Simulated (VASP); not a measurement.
A run of VASP 6.6.1 is set up as follows.

Contents of INCAR:

```
SYSTEM = AlN
ALGO = Normal ; EDIFF = 1E-6
ENCUT = 520 ; GGA = CA
ISIF = 2 ; ISMEAR = 0
LASPH = .True. ; LCHARG = .True.
LELF = .True. ; LREAL = .False.
LVHAR = .True. ; LWAVE = .False.
NBANDS = 16 ; NELM = 60
PREC = Accurate ; SIGMA = 0.05
```

Contents of KPOINTS:

```
k-points
0
Gamma
  9 9 6
  0 0 0
```

The input POSCAR:

```
AlN
1.0
    3.0887424016      0.0000000000      0.0000000000
   -1.5443712008      2.6749293856      0.0000000000
    0.0000000000      0.0000000000      4.9437688231
Al N
2 2
Direct
    0.3245496858      0.6602365904      0.0015212672
    0.6754503142      0.3397634096      0.5015212672
    0.3411712653      0.6724044311      0.3834787328
    0.6588287347      0.3275955689      0.8834787328
```

Potentials or basis: VASP PAW LDA potentials, release 64 (Al, N).

Launch:

```bash
$ cat potpaw_LDA.64/Al/POTCAR potpaw_LDA.64/N/POTCAR > POTCAR
$ mpirun -np 1 vasp_std > vasp.out
```

Q: Predict the band gap on the k mesh.

A: 4.42 eV, direct.

Q: Predict the pressure.

A: 0.6 GPa.

Q: What does it give for the largest force?

A: 0.141 eV/Å.

Stress tensor (GPa, compression positive):
```
 0.53 -0.08  0.00
-0.08  0.63  0.00
 0.00  0.00  0.56
```

Caveat: the cell differs from its parent crystal (mode 4 frozen in at -0.017 Å and mode 5 at -0.017 Å (largest displacements)). A k mesh can miss the band edges.
